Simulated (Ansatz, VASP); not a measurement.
**One calculation of SnH2Br2, two programs**

```
Sn H Br
1.0
    -1.72536    1.72536    7.99989
     1.72536   -1.72536    7.99989
     1.72536    1.72536   -7.99989
Sn H Br
1 2 2
Direct
  0.00000 0.00000 0.00000
  0.75000 0.25000 0.50000
  0.25000 0.75000 0.50000
  0.67422 0.67422 0.00000
  0.32578 0.32578 0.00000
```

Change from the starting cell: species swapped into the SrGe2Ru2 type (I4/mmm, No. 139).

Alike in both runs: functional PBE; k mesh 16 × 16 × 16; occupations gaussian, width 0.1 eV; no spin polarisation.

Ansatz relaxed the structure, and its values are those at the end. VASP's run is a single point on that final structure, the one shown.

|  | VASP | Ansatz |
| --- | --- | --- |
| version | VASP 6.6.1 | Ansatz 0.2.0 |
| potentials or method | VASP PAW PBE potentials, release 64 (Sn_d, H, Br), cutoff 520 eV | scalar-relativistic, plane waves, PAW |
| valence electrons in the cell | 30 | 30 |

|  | VASP | Ansatz | Ansatz less VASP |
| --- | --- | --- | --- |
| gap on the k mesh at the Fermi level (eV) | none | none | - |
| pressure (GPa) | 0.0 | 0.0 | +0.04 |

A gap of «none» marks a metal or a gap that the smearing closes.
